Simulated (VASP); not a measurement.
Set up this calculation in VASP 6.6.1, as the native input.

* Task: single point
* Functional: PBE
* Potentials or basis: VASP PAW PBE potentials, release 64 (Ge_d, As)
* Cutoff: 520 eV
* k mesh: 4 × 4 × 2
* Occupations: gaussian, width 0.1 eV
* Spin: no spin polarisation
* Dipole correction: no
* Further INCAR settings: ALGO = Normal; EDIFF = 1e-06; NBANDS = 28

The structure of GeAs5 lies in POSCAR:

```
GeAs5
1.0
    4.5520128300      0.0000000000      0.0000000000
    0.0000000000      4.5520128300      0.0000000000
    0.0000000000      0.0000000000      7.9136557700
Ge As
1 5
Direct
    0.0000000000      0.0000000000      0.5000000000
    0.0000000000      0.5000000000      0.5000000000
    0.5000000000      0.0000000000      0.5000000000
    0.5000000000      0.5000000000      0.5000000000
    0.5000000000      0.5000000000      0.0000000000
    0.0000000000      0.0000000000      0.0000000000
```

The cell was built from a structure type or drawn by symmetry, and may not be a known phase.

These files were run (other wordings do the same):

INCAR

```
PREC     = Accurate       # precision mode
ENCUT    = 520            # plane-wave cutoff, eV
EDIFF    = 1E-6           # SCF threshold, eV
ISMEAR   = 0              # smearing method
SIGMA    = 0.1            # smearing width, eV
LREAL    = F              # projectors in reciprocal space
LASPH    = T              # aspherical terms in the spheres
NELM     = 100            # most SCF steps
ALGO     = Normal         # electronic algorithm
ISIF     = 2              # what is computed and relaxed
LWAVE    = F              # write WAVECAR
LCHARG   = F              # write CHGCAR
GGA      = PE             # functional
NBANDS   = 28             # bands
```

KPOINTS

```
regular mesh
0
Gamma
  4 4 2
```

Potentials or basis: VASP PAW PBE potentials, release 64 (Ge_d, As).

Launch:

```sh
$ cat potpaw_PBE.64/Ge_d/POTCAR potpaw_PBE.64/As/POTCAR > POTCAR
$ mpirun -np 1 vasp_std > vasp.out
```

Results of the run:

The pressure is 10.9 GPa. The band gap on the k mesh is zero (an odd number of electrons rules out a gap without spin polarisation).

Caveat: the k points lie up to 0.40 Å⁻¹ apart, too coarse for converged energies and pressures of a metal.

Wall time 84 s on 1 thread of Intel Xeon 8259CL (shared host), peak memory 0.27 GiB.
